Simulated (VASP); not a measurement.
# Ta4S in VASP: a series of runs

Runs on Ta4S. Level: PBE. Tasks: single point.

All numbers are computed with VASP 6.6.1; they aren't measurements. Logs are shortened: lines on timing, memory, paths and dates and some standing lists are left out, and cuts for length are marked.

## Step 1: The cell of the first run

The cell holds a slab with vacuum, 5 atoms: a = 3.319 Å, b = 3.319 Å, c = 20.300 Å, α = 90.00°, β = 90.00°, γ = 90.00°.

## Step 2: Single point, PBE

Contents of INCAR:

```
PREC = Accurate
ENCUT = 520
EDIFF = 1E-6
ISMEAR = 0
SIGMA = 0.1
LREAL = F
LASPH = T
NELM = 60
ALGO = Normal
ISIF = 2
LWAVE = F
LCHARG = F
LDIPOL = T
IDIPOL = 3
DIPOL = 0.5 0.5 0.361
GGA = PE
NBANDS = 33
```

Contents of KPOINTS:

```
Automatic mesh
0
Gamma
  8 8 1
```

Contents of POSCAR:

```
Ta4S
1.0
    3.3189671341      0.0000000000      0.0000000000
    0.0000000000      3.3189671341      0.0000000000
    0.0000000000      0.0000000000     20.2996559613
Ta S
4 1
Direct
    0.5000000000      0.5000000000      0.1970476745
    0.0000000000      0.0000000000      0.2787970189
    0.5000000000      0.5000000000      0.3599139055
    0.0000000000      0.0000000000      0.4334879359
    0.1250000000      0.2500000000      0.5340444664
```

Potentials or basis: VASP PAW PBE potentials, release 64 (Ta_pv, S).

The run is started by

```bash
> cat potpaw_PBE.64/Ta_pv/POTCAR potpaw_PBE.64/S/POTCAR > POTCAR
> mpirun -np 1 vasp_std > vasp.out
```

OUTCAR:

```text
PREC = Accurate
   ENCUT = 520
   EDIFF = 1E-6
   ISMEAR = 0
   LREAL = F
   LASPH = T
   NELM = 60
   ISIF = 2
   GGA = PE

 ion  position               nearest neighbor table
   1  0.500  0.500  0.197-   2 2.87   2 2.87   2 2.87   2 2.87   3 3.31
   2  0.000  0.000  0.279-   3 2.87   3 2.87   3 2.87   3 2.87   1 2.87   1 2.87   1 2.87   1 2.87
                             4 3.14
   3  0.500  0.500  0.360-   4 2.78   4 2.78   4 2.78   4 2.78   2 2.87   2 2.87   2 2.87   2 2.87
                             1 3.31
   4  0.000  0.000  0.433-   5 2.24   3 2.78   3 2.78   3 2.78   3 2.78   2 3.14
   5  0.125  0.250  0.534-   4 2.24

  LATTYP: Found a simple tetragonal cell.
 ALAT       =     3.3189671341
 C/A-ratio  =     6.1162569984

  Lattice vectors:

 A1 = (   3.3189671341,   0.0000000000,   0.0000000000)
 A2 = (   0.0000000000,   3.3189671341,   0.0000000000)
 A3 = (   0.0000000000,   0.0000000000,  20.2996559613)

Analysis of symmetry for initial positions (statically):
=====================================================================
 Subroutine PRICEL returns:
 Original cell was already a primitive cell.

 Routine SETGRP: Setting up the symmetry group for a
 simple tetragonal supercell.

 Subroutine GETGRP returns: Found  1 space group operations
 (whereof  1 operations were pure point group operations)
 out of a pool of 16 trial point group operations.

The static configuration has the point symmetry C_1 .

Analysis of symmetry for dynamics (positions and initial velocities):
=====================================================================
 Subroutine PRICEL returns:
 Original cell was already a primitive cell.

 Routine SETGRP: Setting up the symmetry group for a
 simple tetragonal supercell.

 Subroutine GETGRP returns: Found  1 space group operations
 (whereof  1 operations were pure point group operations)
 out of a pool of 16 trial point group operations.

The dynamic configuration has the point symmetry C_1 .

 Subroutine INISYM returns: Found  1 space group operations
 (whereof  1 operations are pure point group operations),
 and found     1 'primitive' translations

----------------------------------------------------------------------------------------

                                     Primitive cell

  volume of cell :     223.6117

  direct lattice vectors                    reciprocal lattice vectors
     3.318967134  0.000000000  0.000000000     0.301298555  0.000000000  0.000000000
     0.000000000  3.318967134  0.000000000     0.000000000  0.301298555  0.000000000
     0.000000000  0.000000000 20.299655961     0.000000000  0.000000000  0.049261919

  length of vectors
     3.318967134  3.318967134 20.299655961     0.301298555  0.301298555  0.049261919

  position of ions in fractional coordinates (direct lattice)
     0.500000000  0.500000000  0.197047674
     0.000000000  0.000000000  0.278797019
     0.500000000  0.500000000  0.359913906
     0.000000000  0.000000000  0.433487936
     0.125000000  0.250000000  0.534044466

  ion indices of the primitive-cell ions
   primitive index   ion index
                 1           1
                 2           2
                 3           3
                 4           4
                 5           5

----------------------------------------------------------------------------------------

 KPOINTS: Automatic mesh

Automatic generation of k-mesh.
 Grid dimensions read from file:
 generate k-points for:    8    8    1

 Generating k-lattice:

  Cartesian coordinates                     Fractional coordinates (reciprocal lattice)
     0.037662319  0.000000000  0.000000000     0.125000000  0.000000000  0.000000000
     0.000000000  0.037662319  0.000000000     0.000000000  0.125000000  0.000000000
     0.000000000  0.000000000  0.049261919     0.000000000  0.000000000  1.000000000

  Length of vectors
     0.037662319  0.037662319  0.049261919

  Shift w.r.t. Gamma in fractional coordinates (k-lattice)
     0.000000000  0.000000000  0.000000000

 Subroutine IBZKPT returns following result:
 ===========================================

 Found     34 irreducible k-points:

 Following reciprocal coordinates:
            Coordinates               Weight
  0.000000  0.000000  0.000000      1.000000
  0.125000  0.000000  0.000000      2.000000
  0.000000  0.125000  0.000000      2.000000
  0.250000  0.000000  0.000000      2.000000
  0.000000  0.250000  0.000000      2.000000
  0.375000  0.000000  0.000000      2.000000
[... 16 lines left out ...]
 -0.250000  0.250000  0.000000      2.000000
  0.375000  0.250000  0.000000      2.000000
 [... further k-points ...]
   k-points           NKPTS =     34   k-points in BZ     NKDIM =     34   number of bands    NBANDS=     33
   number of dos      NEDOS =    301   number of ions     NIONS =      5
   total plane-waves  NPLWV = 125440
   dimension x,y,z NGX =    28 NGY =   28 NGZ =  160
   dimension x,y,z NGXF=    56 NGYF=   56 NGZF=  320
   ions per type =               4   1
   NGX,Y,Z   is equivalent  to a cutoff of  14.03, 14.03, 13.10 a.u.
   NGXF,Y,Z  is equivalent  to a cutoff of  28.05, 28.05, 26.21 a.u.
 SYSTEM =  unknown system
   PREC   = accura    normal or accurate (medium, high low for compatibility)
   ISTART =      0    job   : 0-new  1-cont  2-samecut
   ICHARG =      2    charge: 1-file 2-atom 10-const
   ISPIN  =      1    spin polarized calculation?
   LNONCOLLINEAR =      F non collinear calculations
   LSORBIT =      F    spin-orbit coupling
   LASPH  =      T    aspherical Exc in radial PAW
   ENCUT  =  520.0 eV  38.22 Ry    6.18 a.u.   6.17  6.17 37.74*2*pi/ulx,y,z
   NELM   =     60;   NELMIN=  2; NELMDL= -5     # of ELM steps
   EDIFF  = 0.1E-05   stopping-criterion for ELM
   LREAL  =      F    real-space projection
   EDIFFG = 0.1E-04   stopping-criterion for IOM
   NSW    =      0    number of steps for IOM
   IBRION =     -1    ionic relax: 0-MD 1-quasi-New 2-CG
   NFREE  =      0    steps in history (QN), initial steepest desc. (CG)
   ISIF   =      2    stress and relaxation
   ISYM   =      2    0-nonsym 1-usesym 2-fastsym
   POTIM  = 0.5000    time-step for ionic-motion
   TEBEG  =    0.0;   TEEND  =   0.0 temperature during run
   PSTRESS=    0.0 pullay stress
   NELECT =      50.0000    total number of electrons
   NUPDOWN=      -1.0000    fix difference up-down
   EMIN   =  10.00;   EMAX   =-10.00  energy-range for DOS
   EFERMI =   0.00;   METHOD = LEGACY
   ISMEAR =     0;   SIGMA  =   0.10  broadening in eV -4-tet -1-fermi 0-gaus
   EFERMI_NEDOS =   21; number of points for ismear=-14 and -15
   IALGO  =     38    algorithm
   IMIX   =      4    mixing-type and parameters
     AMIX     =   0.40;   BMIX     =  1.00
     AMIX_MAG =   1.60;   BMIX_MAG =  1.00
  volume/ion in A,a.u.               =      44.72       301.80
  Fermi-wavevector in a.u.,A,eV,Ry     =   0.993650  1.877726 13.433572  0.987340
  Thomas-Fermi vector in A             =   2.125546
   LORBIT       =      0    0 simple, 1 ext, 2 COOP (PROOUT), +10 PAW based schemes
   GGA     = PE    functional components
   LHFCALC =     F    Hartree Fock is set to
   AEXX    =    0.0000 exact exchange contribution
   IVDW    =     0    specifies the selected vdW correction
   LEPSILON=     F    determine dielectric tensor
   LRPA    =     F    only Hartree local field effects (RPA)
 non-spin polarized calculation
 Gauss-broadening in eV      SIGMA  =   0.10
  energy-cutoff  :      520.00
  volume of cell :      223.61
 maximum number of plane-waves:      6059
 NGX is ok and might be reduce to    28
   NGX = 13   NGY = 13   NGZ = 75

 dipolmoment           0.000000      0.000000     -0.041863 electrons x Angstroem

 number of electron      49.9999994 magnetization

 dipolmoment           0.000000      0.000000      0.123462 electrons x Angstroem

 Free energy of the ion-electron system (eV)
  ---------------------------------------------------
  ext. energy  EPLUGINS =         0.00000000
  ---------------------------------------------------
  free energy    TOTEN  =       -48.86559571 eV

  energy without entropy =      -48.84517302  energy(sigma->0) =      -48.85538437

 E-fermi :  -0.5533     XC(G=0):  -5.9660

 val. band max:       -0.5704205438   @ k =   0.0000   0.0000   0.0000
 cond. band min:      -0.5373580394   @ k =   0.2500   0.0000   0.0000
 fundamental gap:      0.0330625044
 Fermi energy:        -0.5533110844

 k-point     1 :       0.0000    0.0000    0.0000
  band No.  band energies     occupation
      1     -35.5239      2.00000
      2     -35.3512      2.00000
      3     -35.3430      2.00000
      4     -34.7594      2.00000
      5     -34.7257      2.00000
      6     -34.7200      2.00000
[... 25 lines left out ...]
     32       1.6387      0.00000
     33       2.4163      0.00000

 k-point     2 :       0.1250    0.0000    0.0000
  band No.  band energies     occupation
      1     -35.5274      2.00000
      2     -35.3773      2.00000
      3     -35.3424      2.00000
      4     -34.7974      2.00000
      5     -34.7636      2.00000
      6     -34.7055      2.00000
[... 25 lines left out ...]
     32       2.1474      0.00000
     33       2.4519      0.00000
[... 754 lines left out ...]
     32       2.8762      0.00000
     33       2.9612      0.00000

 k-point    24 :       0.3750    0.2500    0.0000
  band No.  band energies     occupation
      1     -35.5304      2.00000
      2     -35.5090      2.00000
      3     -35.4192      2.00000
      4     -34.9301      2.00000
      5     -34.9144      2.00000
      6     -34.7336      2.00000
[... 25 lines left out ...]
     32       2.9223      0.00000
     33       3.2149      0.00000

 [... further k-points ...]

------------------------ aborting loop because EDIFF is reached ----------------------------------------

 vacuum level on the upper side and lower side of the slab       (xc-potential included)         0.811        -1.221

  FORCE on cell =-STRESS in cart. coord.  units (eV):
  Direction    XX          YY          ZZ          XY          YZ          ZX
  --------------------------------------------------------------------------------------
  -------------------------------------------------------------------------------------
  Total       -1.8439558     -2.8559161      1.4595811      0.7111130      1.3786963      0.6215041
  in kB      -13.2119376    -20.4626298     10.4578938      5.0951223      9.8783547      4.4530747
  external PRESSURE =      -7.7388912 kB  Pullay stress =       0.0000000 kB

 VOLUME and BASIS-vectors are now :
 -----------------------------------------------------------------------------
  energy-cutoff  :      520.00
  volume of cell :      223.61
      direct lattice vectors                 reciprocal lattice vectors
     3.318967134  0.000000000  0.000000000     0.301298555  0.000000000  0.000000000
     0.000000000  3.318967134  0.000000000     0.000000000  0.301298555  0.000000000
     0.000000000  0.000000000 20.299655961     0.000000000  0.000000000  0.049261919

 POSITION                                       TOTAL-FORCE (eV/Angst)
 -----------------------------------------------------------------------------------
      1.65948      1.65948      4.00000         0.013164      0.065725      1.141736
      0.00000      0.00000      5.65948         0.022434     -0.007588     -1.269284
      1.65948      1.65948      7.30613        -0.219232     -0.297829     -1.989366
      0.00000      0.00000      8.79966        -0.025977     -0.360838      2.112524
      0.41487      0.82974     10.84092         0.209610      0.600531      0.004389
 -----------------------------------------------------------------------------------
    total drift:                                0.000054      0.000094     -0.000037

  FREE ENERGIE OF THE ION-ELECTRON SYSTEM (eV)
  ---------------------------------------------------
  free  energy   TOTEN  =       -48.8655957087 eV

  energy  without entropy=      -48.8451730228  energy(sigma->0) =      -48.85538437

 vacuum level on the upper side and lower side of the slab         5.258         3.170
```

Run time: 4.3 min. Hardware: 1 thread of Intel Xeon 6975P-C (Granite Rapids), shared host; peak memory 0.45 GiB.

What came out:

* Free energy: -48.8656 eV
* Largest force: 2.143 eV/Å
* Band gap on the k mesh: zero (band 25 reaches -0.15 eV, above the bottom of band 26 at -1.03 eV)

Forces in eV/Å, atoms in the order of the input:
```
Ta   0.013  0.066  1.142
Ta   0.022 -0.008 -1.269
Ta  -0.219 -0.298 -1.989
Ta  -0.026 -0.361  2.113
S    0.210  0.601  0.004
```

Caveat: spin-orbit coupling is left out, which moves the levels of the heavy elements.

(Continued in part 2 of 2.)
